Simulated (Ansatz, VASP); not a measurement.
# BN: VASP beside Ansatz

File POSCAR:

```
BN
1.0
    3.6096275117      0.0000000000      0.0000000000
    0.0000000000     -3.6096275117      0.0000000000
    0.0000000000      0.0000000000     -3.6096275117
B N
4 4
Direct
    0.0000000000      0.0000000000      0.0000000000
    0.5000000000      0.5000000000      0.0000000000
    0.5000000000      0.0000000000      0.5000000000
    0.0000000000      0.5000000000      0.5000000000
    0.7500000000      0.7257592716      0.7500000000
    0.2500000000      0.2500000000      0.7500000000
    0.2500000000      0.7500000000      0.2500000000
    0.7500000000      0.2500000000      0.2500000000
```

File INCAR.step1:

```
PREC = Accurate
ENCUT = 520
ISMEAR = 0
SIGMA = 0.05
LREAL = False
LASPH = True
NELM = 100
NBANDS = 26
GGA = PE
ALGO = Normal
EDIFF = 1E-4
LWAVE = True
LCHARG = False
```

INCAR.step2

```
PREC = Accurate
ENCUT = 520
EDIFF = 1E-6
ISMEAR = 0
SIGMA = 0.05
LREAL = False
LASPH = True
NELM = 100
ALGO = Normal
ISIF = 2
LWAVE = False
LCHARG = False
METAGGA = R2SCAN
LMIXTAU = True
NBANDS = 26
ISTART = 1
```

File KPOINTS:

```
regular mesh
0
Gamma
  6 6 6
```

Input for Ansatz:

```yaml
crystal:
  lattice:
    - [3.6096275117, 0.0, 0.0]
    - [0.0, -3.6096275117, 0.0]
    - [0.0, 0.0, -3.6096275117]
  atoms:
    - { symbol: B, position: [0.0, 0.0, 0.0] }
    - { symbol: B, position: [0.5, 0.5, 0.0] }
    - { symbol: B, position: [0.5, 0.0, 0.5] }
    - { symbol: B, position: [0.0, 0.5, 0.5] }
    - { symbol: "N", position: [0.75, 0.7257592716, 0.75] }
    - { symbol: "N", position: [0.25, 0.25, 0.75] }
    - { symbol: "N", position: [0.25, 0.75, 0.25] }
    - { symbol: "N", position: [0.75, 0.25, 0.25] }
basis:
  ecutwfc: 500
kpoints:
  mp_grid: { grid: [6, 6, 6] }
hamiltonian:
  xc: r2scan
scf:
  occupations: { method: gaussian, width: 0.05 }
output:
  forces: true
  stress: true
  eigenvalues: true
```

Alike in both runs: task single point; functional r2SCAN; k mesh 6 × 6 × 6; occupations gaussian, width 0.05 eV; no spin polarisation.

|  | VASP | Ansatz |
| --- | --- | --- |
| version | VASP 6.6.1 | Ansatz 0.2.0 |
| potentials or method | VASP PAW PBE potentials, release 64 (B, N), cutoff 520 eV | scalar-relativistic, plane waves, PAW |
| valence electrons in the cell | 32 | 32 |

```csv
,VASP,Ansatz,Ansatz less VASP
gap on the k mesh at the Fermi level (eV),4.75,4.77,+0.021
least direct gap on the mesh (eV),4.75,4.77,+0.021
pressure (GPa),1.9,0.8,-1.10
"traceless stress, the component that is largest in VASP (GPa)",-0.46,-0.46,+0.006
rms of the force components (eV/Å),0.723,0.721,-0.0024
```

VASP's potentials were made for PBE, not for r2SCAN. Atom by atom the forces differ by 0.004 eV/Å (rms over components).
